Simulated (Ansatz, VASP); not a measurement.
# Two plane-wave programs on PbSe

```
CELL_PARAMETERS angstrom
0.00000 3.06969 3.18357
3.06969 0.00000 3.18357
3.06969 3.06969 0.00000
ATOMIC_POSITIONS crystal
Pb 0.00000 0.00000 0.00000
Se 0.50000 0.50000 0.50000
```

Change from the starting cell: uniaxial_z strain +3.7%.

Alike in both runs: task single point; functional r2SCAN; k mesh 8 × 8 × 8; no spin polarisation.

|  | VASP | Ansatz |
| --- | --- | --- |
| version | VASP 6.6.1 | Ansatz 0.2.0 |
| potentials or method | VASP PAW PBE potentials, release 64 (Pb_d, Se) | plane waves, PAW |
| plane-wave cutoff (eV) | 520 | 500 |
| occupations | gaussian, width 0.01 eV | fixed |
| valence electrons in the cell | 20 | 30 |

```tsv
	VASP	Ansatz	Ansatz less VASP
gap on the k mesh at the Fermi level (eV)	0.69	0.68	-0.006
pressure (GPa)	-0.7	-0.7	0.00
traceless stress, the component that is largest in VASP (GPa)	-2.38	-2.37	+0.008
```

VASP's potentials were made for PBE, not for r2SCAN. VASP's potentials hold 20 valence electrons a cell and Ansatz's 30, so a difference there can come from the potentials and not from the codes.

Spin-orbit coupling is off throughout.
